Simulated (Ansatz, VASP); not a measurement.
Two plane-wave programs on MnSi4

```xyz
5
Lattice="-2.6809 2.6809 2.6809 2.6809 -2.6809 2.6809 2.6809 2.6809 -2.6809" Properties=species:S:1:pos:R:3 pbc="T T T"
Mn    0.0000    0.0000    0.0000
Si    1.3405    1.3405    1.3405
Si    1.3405    1.3405   -1.3405
Si    1.3405   -1.3405    1.3405
Si   -1.3405    1.3405    1.3405
```

Alike in both runs: task single point; functional PBE; k mesh 4 × 4 × 4; occupations gaussian, width 0.1 eV; collinear spin.

|  | VASP | Ansatz |
| --- | --- | --- |
| version | VASP 6.6.1 | Ansatz 0.2.0 |
| potentials or method | VASP PAW PBE potentials, release 64 (Mn_pv, Si), cutoff 520 eV | scalar-relativistic, plane waves, PAW |
| valence electrons in the cell | 29 | 31 |

```tsv
	VASP	Ansatz	Ansatz less VASP
gap on the k mesh at the Fermi level (eV)	none	none	-
pressure (GPa)	-3.5	-3.5	+0.06
net moment per atom (μB)	0.31	0.31	+0.001
size of the moment on the site where the two differ most (μB)	1.37	1.31	-0.055
```

Site moments also hang on the region over which each program counts them. A gap of «none» marks a metal or a gap that the smearing closes. VASP's potentials hold 29 valence electrons a cell and Ansatz's 31, so a difference there can come from the potentials and not from the codes.

The k mesh is coarse, so the values compare programs but aren't converged.
